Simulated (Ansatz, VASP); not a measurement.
Ti in VASP and in Ansatz

```
Ti
1.0
    -3.54663    3.54663    1.39974
     3.54663   -3.54663    1.39974
     3.54663    3.54663   -1.39974
Ti
4
Direct
  0.68201 0.50000 0.18201
  0.31799 0.50000 0.81799
  0.25000 0.93201 0.68201
  0.25000 0.56799 0.31799
```

Alike in both runs: functional PBE; k mesh 6 × 6 × 6; occupations gaussian, width 0.1 eV; no spin polarisation.

Ansatz relaxed the structure, and its values are those at the end. VASP's run is a single point on that final structure, the one shown.

```csv
,VASP,Ansatz
version,VASP 6.6.1,Ansatz 0.2.0
potentials or method,"VASP PAW PBE potentials, release 64 (Ti_sv), cutoff 520 eV","scalar-relativistic, plane waves, PAW"
valence electrons in the cell,48,48
```

|  | VASP | Ansatz | Ansatz less VASP |
| --- | --- | --- | --- |
| gap on the k mesh at the Fermi level (eV) | none | none | - |
| pressure (GPa) | 0.1 | 0.3 | +0.17 |
| rms of the force components (eV/Å) | 0.004 | 0.001 | -0.0032 |

A gap of «none» marks a metal or a gap that the smearing closes. With one functional, cell and mesh, what is left measures potentials, basis and numerics.

The k mesh is coarse, so the values compare programs but aren't converged.
